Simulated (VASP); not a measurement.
A run of VASP 6.6.1 is set up as follows.

INCAR

```
PREC = Accurate
ENCUT = 500
EDIFF = 1E-6
ISMEAR = 0
SIGMA = 0.05
LREAL = F
LASPH = T
NELM = 200
ALGO = Normal
ISIF = 2
LWAVE = F
LCHARG = F
ISPIN = 2
MAGMOM = 1
LORBIT = 11
NUPDOWN = 1.0
GGA = LIBXC
LIBXC1 = GGA_X_PBE_SOL
LIBXC2 = GGA_C_PBE
NBANDS = 13
GGA_COMPAT = F
```

File KPOINTS:

```
Automatic mesh
0
Gamma
  9 9 9
```

Contents of POSCAR:

```
Te
1.0
    2.2588318621      1.3041371837      1.6564347588
   -2.2588318621      1.3041371837      1.6564347588
    0.0000000000     -2.6082743673      1.6564347588
Te
1
Direct
    0.5000000000      0.5000000000      0.5000000000
```

Potentials or basis: VASP PAW PBE potentials, release 64 (Te).

Command:

```sh
$ cat potpaw_PBE.64/Te/POTCAR > POTCAR
$ mpirun -np 1 vasp_std > vasp.out
```

Q: What does it give for the pressure?

A: 8.1 GPa.

Stress tensor (GPa, compression positive):
```
8.69 0.00 0.00
0.00 8.69 0.00
0.00 0.00 6.83
```

Caveat: the cell stands under pressure; the PAW data sets were made with another functional, which shifts forces and pressure a little; the total moment is fixed, so each spin has its own Fermi level.
